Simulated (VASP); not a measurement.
Write the native input for VASP 6.6.1 that does the following.

- Task: single point
- Functional: PBE
- Potentials or basis: VASP PAW PBE potentials, release 64 (Li_sv)
- Cutoff: 520 eV
- k mesh: 24 × 24 × 24
- Occupations: gaussian, width 0.1 eV
- Spin: no spin polarisation
- Dipole correction: no
- Further INCAR settings: ALGO = Fast; EDIFF = 1e-06; NBANDS = 8

The structure of Li lies in POSCAR:

```
Li
1.0
   -1.6792015355      1.6792015355      1.7962981582
    1.6792015355     -1.6792015355      1.7962981582
    1.6792015355      1.6792015355     -1.7962981582
Li
1
Direct
    0.0000000000      0.0000000000      0.0000000000
```

These files were run (other wordings do the same):

INCAR

```
SYSTEM = Li
PREC = Accurate
ENCUT = 520
EDIFF = 1E-6
ISMEAR = 0
SIGMA = 0.1
LREAL = .FALSE.
LASPH = .TRUE.
NELM = 80
ALGO = Fast
ISIF = 2
LWAVE = .FALSE.
LCHARG = .TRUE.
GGA = PE
LELF = .TRUE.
LVHAR = .TRUE.
NBANDS = 8
```

KPOINTS

```
Automatic mesh
0
G
  24 24 24
  0 0 0
```

Potentials or basis: VASP PAW PBE potentials, release 64 (Li_sv).

Launch:

```bash
$ cat potpaw_PBE.64/Li_sv/POTCAR > POTCAR
$ mpirun -np 1 vasp_std > vasp.out
```

It gave:

* Band gap on the k mesh: zero (an odd number of electrons rules out a gap without spin polarisation)

It took 2.2 min on 1 thread of AMD EPYC 7R13 Processor (Zen 3), on a shared host, peak memory 0.21 GiB.
